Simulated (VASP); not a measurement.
Wanted: the native input for a VASP 6.6.1 run.

```yaml
Task: single point
Functional: PBE
Potentials_or_basis: VASP PAW PBE potentials, release 64 (Zn, Cd, O)
Cutoff: 520 eV
k_mesh: 10 × 10 × 4
Occupations: gaussian, width 0.1 eV
Spin: no spin polarisation
Dipole_correction: no
Further_INCAR_settings: ALGO = Normal; EDIFF = 1e-07; NBANDS = 56
```

The structure of Zn2Cd3O5 lies in POSCAR:

```
Zn2Cd3O5
1.0
    2.4075504912     -2.6889231037     -0.0001267619
    2.4075504912      2.6889231037     -0.0001267619
   -2.3988433727      0.0000000000     10.3391759711
Zn Cd O
2 3 5
Direct
    0.5067098989      0.6134171882      0.6951881168
    0.3865828118      0.4932901011      0.3048118832
    0.9431862015      0.0568137985      0.5000000000
    0.1433399781      0.2395950818      0.8957551792
    0.7604049182      0.8566600219      0.1042448208
    0.2467271189      0.0721136892      0.6972552133
    0.7382923523      0.6771635161      0.8866086180
    0.3228364839      0.2617076477      0.1133913820
    0.9278863108      0.7532728811      0.3027447867
    0.5241095486      0.4758904514      0.5000000000
```

One way to write it, as run:

INCAR

```
SYSTEM = Zn2Cd3O5
  PREC = Accurate
  ENCUT = 520
  EDIFF = 1E-7
  ISMEAR = 0
  SIGMA = 0.1
  LREAL = .False.
  LASPH = .True.
  NELM = 60
  ALGO = Normal
  ISIF = 2
  LWAVE = .False.
  LCHARG = .False.
  GGA = PE
  NBANDS = 56
```

KPOINTS

```
regular mesh
0
Gamma
  10 10 4
  0 0 0
```

Potentials or basis: VASP PAW PBE potentials, release 64 (Zn, Cd, O).

Launch:

```sh
$ cat potpaw_PBE.64/Zn/POTCAR potpaw_PBE.64/Cd/POTCAR potpaw_PBE.64/O/POTCAR > POTCAR
$ mpirun -np 1 vasp_std > vasp.out
```

It gave:

The pressure is 1.1 GPa. The largest force is 0.035 eV/Å. The band gap on the k mesh is zero (bands 45 and 46 overlap by 0.14 eV).

Caveat: semilocal functionals underestimate gaps, and a narrow one can read as zero.

It took 8.3 min on 1 thread of AMD EPYC 9R45 96-Core Processor (Zen 5), with other jobs on the host, peak memory 0.69 GiB.
